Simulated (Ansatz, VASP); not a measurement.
# Two plane-wave programs on BN

```
CELL_PARAMETERS angstrom
2.39031 0.00000 0.00000
-1.19516 2.07007 0.00000
0.00000 0.00000 7.03900
ATOMIC_POSITIONS crystal
B 0.33333 0.66667 0.25000
B 0.66667 0.33333 0.75000
N 0.33333 0.66667 0.75000
N 0.66667 0.33333 0.25000
```

Alike in both runs: task single point; functional LDA; k mesh 12 × 12 × 4; occupations gaussian, width 0.05 eV; no spin polarisation.

|  | VASP | Ansatz |
| --- | --- | --- |
| version | VASP 6.6.1 | Ansatz 0.2.0 |
| potentials or method | VASP PAW LDA potentials, release 64 (B, N), cutoff 520 eV | scalar-relativistic, plane waves, PAW |
| valence electrons in the cell | 16 | 16 |

Ansatz gave:

* gap on the k mesh at the Fermi level (eV): 4.39
* least direct gap on the mesh (eV): 4.86

Question: What did VASP give for the same quantities?

Answer: gap on the k mesh at the Fermi level (eV): 4.38; least direct gap on the mesh (eV): 4.85.

Ansatz warns that its potentials were made for another functional, while VASP's fit it. LDA's correlation is that of Perdew and Zunger in VASP and of Perdew and Wang (1992) in Ansatz.
